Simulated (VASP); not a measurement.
# Ge2Sb2Te5 (P-3m1) in VASP: relaxation of cell and atoms with PBEsol

Aim: the relaxation of cell and atoms of Ge2Sb2Te5 with PBEsol.

All numbers are computed with VASP 6.6.1; they aren't measurements. Logs are shortened: lines on timing, memory, paths and dates and some standing lists are left out, and cuts for length are marked.

## 1. The cell of the first run

Symmetry: P-3m1, No. 164, trigonal system. Conventional cell: a = 4.294 Å, b = 4.294 Å, c = 17.101 Å, α = 90.00°, β = 90.00°, γ = 120.00°. Within 3.9 Å of Ge (site symmetry 3m) lie 6 Te at 3.00 to 3.04 Å. Sb (site symmetry 3m) has 6 Te at 3.01 to 3.20 Å within 4.0 Å. Within 4.0 Å of Te (site symmetry -3m) lie 6 Ge at 3.04 Å. Within 3.9 Å of Te (site symmetry 3m) lie 3 Ge at 3.00 Å and 3 Sb at 3.20 Å. Te (site symmetry 3m) has 3 Sb at 3.01 Å and 3 Te at 3.70 Å within 4.0 Å.

## 2. Relaxation of cell and atoms, PBEsol

INCAR reads:

```
SYSTEM = Ge2Sb2Te5
ALGO = Normal
EDIFF = 1E-6
EDIFFG = -0.01
ENCUT = 600
GGA = PS
IBRION = 2
ISIF = 3
ISMEAR = -1
LASPH = .TRUE.
LCHARG = .FALSE.
LREAL = .FALSE.
LWAVE = .FALSE.
NELM = 60
NSW = 100
PREC = Accurate
SIGMA = 0.03
```

KPOINTS reads:

```
k-points
0
G
  6 6 2
  0 0 0
```

POSCAR reads:

```
Ge2Sb2Te5
1.0
    4.2940644248      0.0000000000      0.0000000000
   -2.1470322124      3.7187688774      0.0000000000
    0.0000000000      0.0000000000     17.1013460000
Ge Sb Te
2 2 5
Direct
    0.3333333300      0.6666666700      0.8971050000
    0.6666666700      0.3333333300      0.1028950000
    0.0000000000      0.0000000000      0.6799320000
    0.0000000000      0.0000000000      0.3200680000
    0.0000000000      0.0000000000      0.0000000000
    0.6666666700      0.3333333300      0.7984580000
    0.3333333300      0.6666666700      0.2015420000
    0.3333333300      0.6666666700      0.5801080000
    0.6666666700      0.3333333300      0.4198920000
```

Potentials or basis: VASP PAW PBE potentials, release 64 (Ge_d, Sb, Te).

Started as:

```bash
cat potpaw_PBE.64/Ge_d/POTCAR potpaw_PBE.64/Sb/POTCAR potpaw_PBE.64/Te/POTCAR > POTCAR
mpirun -np 1 vasp_std > vasp.out
```

OUTCAR:

```text
SYSTEM = Ge2Sb2Te5
   EDIFF = 1E-6
   EDIFFG = -0.01
   ENCUT = 600
   GGA = PS
   IBRION = 2
   ISIF = 3
   ISMEAR = -1
   LASPH = .TRUE.
   LREAL = .FALSE.
   NELM = 60
   NSW = 100
   PREC = Accurate

 ion  position               nearest neighbor table
   1  0.333  0.667  0.897-   6 3.00   6 3.00   6 3.00   5 3.04   5 3.04   5 3.04
   2  0.667  0.333  0.103-   7 3.00   7 3.00   7 3.00   5 3.04   5 3.04   5 3.04
   3  0.000  0.000  0.680-   8 3.01   8 3.01   8 3.01   6 3.20   6 3.20   6 3.20
   4  0.000  0.000  0.320-   9 3.01   9 3.01   9 3.01   7 3.20   7 3.20   7 3.20
   5  0.000  0.000  0.000-   1 3.04   2 3.04   2 3.04   1 3.04   2 3.04   1 3.04
   6  0.667  0.333  0.798-   1 3.00   1 3.00   1 3.00   3 3.20   3 3.20   3 3.20
   7  0.333  0.667  0.202-   2 3.00   2 3.00   2 3.00   4 3.20   4 3.20   4 3.20
   8  0.333  0.667  0.580-   3 3.01   3 3.01   3 3.01
   9  0.667  0.333  0.420-   4 3.01   4 3.01   4 3.01

  LATTYP: Found a hexagonal cell.
 ALAT       =     4.2940644248
 C/A-ratio  =     3.9825545936

  Lattice vectors:

 A1 = (   4.2940644248,   0.0000000000,   0.0000000000)
 A2 = (  -2.1470322124,   3.7187688774,   0.0000000000)
 A3 = (   0.0000000000,   0.0000000000,  17.1013460000)

Analysis of symmetry for initial positions (statically):
=====================================================================
 Subroutine PRICEL returns:
 Original cell was already a primitive cell.

 Routine SETGRP: Setting up the symmetry group for a
 hexagonal supercell.

 Subroutine GETGRP returns: Found 12 space group operations
 (whereof 12 operations were pure point group operations)
 out of a pool of 24 trial point group operations.

The static configuration has the point symmetry D_3d.

Analysis of symmetry for dynamics (positions and initial velocities):
=====================================================================
 Subroutine PRICEL returns:
 Original cell was already a primitive cell.

 Routine SETGRP: Setting up the symmetry group for a
 hexagonal supercell.

 Subroutine GETGRP returns: Found 12 space group operations
 (whereof 12 operations were pure point group operations)
 out of a pool of 24 trial point group operations.

The dynamic configuration has the point symmetry D_3d.

 Subroutine INISYM returns: Found 12 space group operations
 (whereof 12 operations are pure point group operations),
 and found     1 'primitive' translations

----------------------------------------------------------------------------------------

                                     Primitive cell

  volume of cell :     273.0851

  direct lattice vectors                    reciprocal lattice vectors
     4.294064425  0.000000000  0.000000000     0.232879599  0.134453099  0.000000000
    -2.147032212  3.718768877  0.000000000     0.000000000  0.268906198  0.000000000
     0.000000000  0.000000000 17.101346000     0.000000000  0.000000000  0.058474929

  length of vectors
     4.294064425  4.294064425 17.101346000     0.268906198  0.268906198  0.058474929

  position of ions in fractional coordinates (direct lattice)
     0.333333330  0.666666670  0.897105000
     0.666666670  0.333333330  0.102895000
     0.000000000  0.000000000  0.679932000
     0.000000000  0.000000000  0.320068000
     0.000000000  0.000000000  0.000000000
     0.666666670  0.333333330  0.798458000
     0.333333330  0.666666670  0.201542000
     0.333333330  0.666666670  0.580108000
     0.666666670  0.333333330  0.419892000

  ion indices of the primitive-cell ions
   primitive index   ion index
                 1           1
                 2           2
                 3           3
                 4           4
                 5           5
                 6           6
                 7           7
                 8           8
                 9           9

----------------------------------------------------------------------------------------

 KPOINTS: k-points

Automatic generation of k-mesh.
 Grid dimensions read from file:
 generate k-points for:    6    6    2

 Generating k-lattice:

  Cartesian coordinates                     Fractional coordinates (reciprocal lattice)
     0.038813266  0.022408850  0.000000000     0.166666667  0.000000000  0.000000000
     0.000000000  0.044817700  0.000000000     0.000000000  0.166666667  0.000000000
     0.000000000  0.000000000  0.029237465     0.000000000  0.000000000  0.500000000

  Length of vectors
     0.044817700  0.044817700  0.029237465

  Shift w.r.t. Gamma in fractional coordinates (k-lattice)
     0.000000000  0.000000000  0.000000000

 Subroutine IBZKPT returns following result:
 ===========================================

 Found     14 irreducible k-points:

 Following reciprocal coordinates:
            Coordinates               Weight
  0.000000  0.000000  0.000000      1.000000
  0.166667  0.000000  0.000000      6.000000
  0.333333  0.000000  0.000000      6.000000
  0.500000  0.000000  0.000000      3.000000
  0.166667  0.166667  0.000000      6.000000
  0.333333  0.166667  0.000000     12.000000
  0.333333  0.333333  0.000000      2.000000
  0.000000  0.000000  0.500000      1.000000
  0.166667  0.000000  0.500000      6.000000
  0.333333  0.000000  0.500000      6.000000
  0.500000  0.000000  0.500000      3.000000
  0.166667  0.166667  0.500000      6.000000
  0.333333  0.166667  0.500000     12.000000
  0.333333  0.333333  0.500000      2.000000
   k-points           NKPTS =     14   k-points in BZ     NKDIM =     14   number of bands    NBANDS=     40
   number of dos      NEDOS =    301   number of ions     NIONS =      9
   total plane-waves  NPLWV = 181440
   dimension x,y,z NGX =    36 NGY =   36 NGZ =  140
   dimension x,y,z NGXF=    72 NGYF=   72 NGZF=  280
   ions per type =               2   2   5
   NGX,Y,Z   is equivalent  to a cutoff of  13.94, 13.94, 13.61 a.u.
   NGXF,Y,Z  is equivalent  to a cutoff of  27.88, 27.88, 27.22 a.u.
 SYSTEM =  Ge2Sb2Te5
   PREC   = accura    normal or accurate (medium, high low for compatibility)
   ISTART =      0    job   : 0-new  1-cont  2-samecut
   ICHARG =      2    charge: 1-file 2-atom 10-const
   ISPIN  =      1    spin polarized calculation?
   LNONCOLLINEAR =      F non collinear calculations
   LSORBIT =      F    spin-orbit coupling
   LASPH  =      T    aspherical Exc in radial PAW
   ENCUT  =  600.0 eV  44.10 Ry    6.64 a.u.   8.58  8.58 34.16*2*pi/ulx,y,z
   NELM   =     60;   NELMIN=  2; NELMDL= -5     # of ELM steps
   EDIFF  = 0.1E-05   stopping-criterion for ELM
   LREAL  =      F    real-space projection
   EDIFFG = -.1E-01   stopping-criterion for IOM
   NSW    =    100    number of steps for IOM
   IBRION =      2    ionic relax: 0-MD 1-quasi-New 2-CG
   NFREE  =      1    steps in history (QN), initial steepest desc. (CG)
   ISIF   =      3    stress and relaxation
   ISYM   =      2    0-nonsym 1-usesym 2-fastsym
   POTIM  = 0.5000    time-step for ionic-motion
   TEBEG  =    0.0;   TEEND  =   0.0 temperature during run
   PSTRESS=    0.0 pullay stress
   NELECT =      68.0000    total number of electrons
   NUPDOWN=      -1.0000    fix difference up-down
   EMIN   =  10.00;   EMAX   =-10.00  energy-range for DOS
   EFERMI =   0.00;   METHOD = LEGACY
   ISMEAR =    -1;   SIGMA  =   0.03  broadening in eV -4-tet -1-fermi 0-gaus
   EFERMI_NEDOS =   21; number of points for ismear=-14 and -15
   IALGO  =     38    algorithm
   IMIX   =      4    mixing-type and parameters
     AMIX     =   0.40;   BMIX     =  1.00
     AMIX_MAG =   1.60;   BMIX_MAG =  1.00
  volume/ion in A,a.u.               =      30.34       204.76
  Fermi-wavevector in a.u.,A,eV,Ry     =   1.029940  1.946304 14.432730  1.060776
  Thomas-Fermi vector in A             =   2.164013
   LORBIT       =      0    0 simple, 1 ext, 2 COOP (PROOUT), +10 PAW based schemes
   GGA     = PS    functional components
   LHFCALC =     F    Hartree Fock is set to
   AEXX    =    0.0000 exact exchange contribution
   IVDW    =     0    specifies the selected vdW correction
   LEPSILON=     F    determine dielectric tensor
   LRPA    =     F    only Hartree local field effects (RPA)
 conjugate gradient relaxation of ions
 non-spin polarized calculation
  energy-cutoff  :      600.00
  volume of cell :      273.09
 maximum number of plane-waves:      9155
 NGX is ok and might be reduce to    36
   NGX = 17   NGY = 17   NGZ = 69

--------------------------------------- Ionic step        1  -------------------------------------------

 number of electron      68.0000023 magnetization

 Free energy of the ion-electron system (eV)
  ---------------------------------------------------
  ext. energy  EPLUGINS =         0.00000000
  ---------------------------------------------------
  free energy    TOTEN  =       -37.51366510 eV

  energy without entropy =      -37.51345742  energy(sigma->0) =      -37.51356126

------------------------ aborting loop because EDIFF is reached ----------------------------------------

  FORCE on cell =-STRESS in cart. coord.  units (eV):
  Direction    XX          YY          ZZ          XY          YZ          ZX
  --------------------------------------------------------------------------------------
  -------------------------------------------------------------------------------------
  Total       -3.7822639     -3.7822639     -3.7397837      0.0000000      0.0000000      0.0000000
  in kB      -22.1903613    -22.1903613    -21.9411319      0.0000000      0.0000000      0.0000000
  external PRESSURE =     -22.1072848 kB  Pullay stress =       0.0000000 kB
[... 110 lines left out ...]
  FREE ENERGIE OF THE ION-ELECTRON SYSTEM (eV)
  ---------------------------------------------------
  free  energy   TOTEN  =       -37.5962791049 eV

  energy  without entropy=      -37.5956182702  energy(sigma->0) =      -37.59594869

[... ionic steps 4 to 20 ...]

--------------------------------------- Ionic step       21  -------------------------------------------

 number of electron      68.0000005 magnetization

------------------------ aborting loop because EDIFF is reached ----------------------------------------

  FORCE on cell =-STRESS in cart. coord.  units (eV):
  Direction    XX          YY          ZZ          XY          YZ          ZX
  --------------------------------------------------------------------------------------
  -------------------------------------------------------------------------------------
  Total       -0.0177512     -0.0177512      0.0110265      0.0000000      0.0000000      0.0000000
  in kB       -0.1087420     -0.1087420      0.0675470      0.0000000      0.0000000      0.0000000
  external PRESSURE =      -0.0499790 kB  Pullay stress =       0.0000000 kB
[... 71 lines left out ...]
  energy  without entropy=      -37.6126478544  energy(sigma->0) =      -37.61294313

--------------------------------------- Ionic step       23  -------------------------------------------

 number of electron      68.0000005 magnetization

 Free energy of the ion-electron system (eV)
  ---------------------------------------------------
  ext. energy  EPLUGINS =         0.00000000
  ---------------------------------------------------
  free energy    TOTEN  =       -37.61331892 eV

  energy without entropy =      -37.61271885  energy(sigma->0) =      -37.61301889

 E-fermi :   6.7452     XC(G=0):  -9.7629

 val. band max:        6.6747502730   @ k =   0.0000   0.0000   0.0000
 cond. band min:       6.8435957382   @ k =   0.0000   0.0000   0.0000
 fundamental gap:      0.1688454652
 Fermi energy:         6.7451743337

 k-point     1 :       0.0000    0.0000    0.0000
  band No.  band energies     occupation
      1     -18.2587      2.00000
      2     -18.2587      2.00000
      3     -18.2577      2.00000
      4     -18.2577      2.00000
      5     -18.2508      2.00000
      6     -18.2508      2.00000
[... 627 lines left out ...]
  FREE ENERGIE OF THE ION-ELECTRON SYSTEM (eV)
  ---------------------------------------------------
  free  energy   TOTEN  =       -37.6133189231 eV

  energy  without entropy=      -37.6127188490  energy(sigma->0) =      -37.61301889

 reached required accuracy - stopping structural energy minimisation
```

It took 65 min on 1 thread of Intel Xeon Platinum 8259CL at 2.50GHz (Skylake/Cascade Lake), shared host; peak memory 0.6 GiB.

Results:

```
Free energy                            : -37.6133 eV
Relaxed volume                         : 29.05 Å³/atom
Relaxed cell                           : a = 4.224 Å, b = 4.224 Å, c = 16.923 Å, α = 90.00°, β = 90.00°, γ = 120.00°
Space group after relaxing (to 0.05 Å) : P-3m1 (No. 164)
Energy gained by relaxing              : 11.1 meV/atom
Ionic steps                            : 23
Pressure after relaxing                : 0.0 GPa
Largest force after relaxing           : 0.008 eV/Å
Band gap on the k mesh                 : 0.17 eV, direct
```

Forces in eV/Å, atoms in the order of the input:
```
Ge   0.000  0.000  0.006
Ge   0.000  0.000 -0.006
Sb   0.000  0.000  0.008
Sb   0.000  0.000 -0.008
Te   0.000  0.000  0.000
Te   0.000  0.000  0.005
Te   0.000  0.000 -0.005
Te   0.000  0.000 -0.005
Te   0.000  0.000  0.005
```

Step by step:
```csv
step,energy change (eV),largest force (eV/Å),pressure (GPa),volume (Å³)
1,0.0000,0.1245,-2.21,273.09
2,-0.0668,0.3068,1.07,256.87
3,-0.0826,0.2077,0.01,261.64
4,-0.0888,0.1046,0.01,261.12
5,-0.0919,0.1082,0.03,260.48
6,-0.0919,0.1089,0.03,260.42
7,-0.0940,0.0792,-0.03,260.52
8,-0.0964,0.0550,-0.14,260.84
9,-0.0960,0.0629,0.26,259.14
10,-0.0969,0.0350,0.04,260.16
11,-0.0974,0.0322,0.02,260.26
12,-0.0979,0.0346,0.00,260.43
13,-0.0976,0.0759,0.03,260.77
14,-0.0980,0.0430,0.04,260.54
15,-0.0984,0.0382,-0.04,260.80
16,-0.0988,0.0299,-0.08,261.31
17,-0.0988,0.0135,-0.21,262.34
18,-0.0990,0.0209,-0.16,261.88
19,-0.0992,0.0155,-0.10,261.79
20,-0.0995,0.0283,-0.02,261.58
21,-0.0995,0.0304,0.00,261.54
22,-0.0996,0.0252,-0.01,261.52
23,-0.0997,0.0082,0.00,261.44
```

Final structure:
```xyz
9
Lattice="4.2236 0.0000 0.0000 -2.1118 3.6577 0.0000 0.0000 0.0000 16.9233" Properties=species:S:1:pos:R:3 pbc="T T T"
Ge    0.0000    2.4385   15.2242
Ge    2.1118    1.2192    1.6991
Sb    0.0000    0.0000   11.5688
Sb    2.1118    3.6577    5.3545
Te    0.0000    0.0000    0.0000
Te    2.1118    1.2192   13.5747
Te    0.0000    2.4385    3.3486
Te    0.0000    2.4385    9.8498
Te    2.1118    1.2192    7.0736
```

Levels at points of the mesh, in eV from the valence-band top:
| k point | band 32 | band 33 | band 34 | band 35 | band 36 | band 37 |
| --- | --- | --- | --- | --- | --- | --- |
| (0.00, 0.00, 0.00) | -1.13 | -0.84 | 0.00 | 0.17 | 0.17 | 0.23 |
| (0.50, 0.00, 0.00) | -1.69 | -1.44 | -0.90 | 0.30 | 0.87 | 0.93 |
| (0.00, 0.00, 0.50) | -1.42 | -0.71 | -0.16 | 0.37 | 0.37 | 0.50 |
| (0.50, 0.00, 0.50) | -1.96 | -1.44 | -0.63 | 0.24 | 0.46 | 1.48 |

Caveat: the PAW data sets were made with another functional, which shifts forces and pressure a little; spin-orbit coupling is left out, which moves the levels of the heavy elements. A k mesh can miss the band edges.
